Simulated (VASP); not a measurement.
Input of a VASP 6.6.1 run:

The input INCAR:

```
SYSTEM = NiGe
PREC = Accurate
ENCUT = 520
EDIFF = 1E-7
ISMEAR = 0
SIGMA = 0.1
LREAL = .False.
LASPH = .True.
NELM = 80
ALGO = Normal
ISIF = 2
LWAVE = .False.
LCHARG = .True.
GGA = PE
LELF = .True.
LVHAR = .True.
NBANDS = 58
```

Contents of KPOINTS:

```
Automatic mesh
0
Gamma
  8 10 6
  0 0 0
```

The input POSCAR:

```
NiGe
1.0
    5.3938572246      0.0000000000      0.0000000000
    0.0000000000      3.4823801148      0.0000000000
    0.0000000000      0.0000000000      5.8462918515
Ni Ge
4 4
Direct
    0.9942674517      0.7500000000      0.1903421019
    0.0057325483      0.2500000000      0.8096578981
    0.5057325483      0.2500000000      0.6903421019
    0.4942674517      0.7500000000      0.3096578981
    0.8102667382      0.7500000000      0.5874218509
    0.1897332618      0.2500000000      0.4125781491
    0.6897332618      0.2500000000      0.0874218509
    0.3102667382      0.7500000000      0.9125781491
```

Potentials or basis: VASP PAW PBE potentials, release 64 (Ni, Ge_d).

Run with:

```sh
$ cat potpaw_PBE.64/Ni/POTCAR potpaw_PBE.64/Ge_d/POTCAR > POTCAR
$ mpirun -np 1 vasp_std > vasp.out
```

Task: Estimate the band gap on the k mesh.

Result: Zero (bands 48 and 49 overlap by 1.51 eV).

Task: Estimate the pressure.

Result: 0.2 GPa.

Task: What does it give for the largest force?

Result: 0.008 eV/Å.

Forces on the atoms (eV/Å):
```
Ni  -0.008  0.000 -0.001
Ni   0.008  0.000  0.001
Ni   0.008  0.000 -0.001
Ni  -0.008  0.000  0.001
Ge   0.000  0.000  0.002
Ge   0.000  0.000 -0.002
Ge   0.000  0.000  0.002
Ge   0.000  0.000 -0.002
```

Spin polarisation is off, so any magnetic state and its effect on volume and gap are missing.
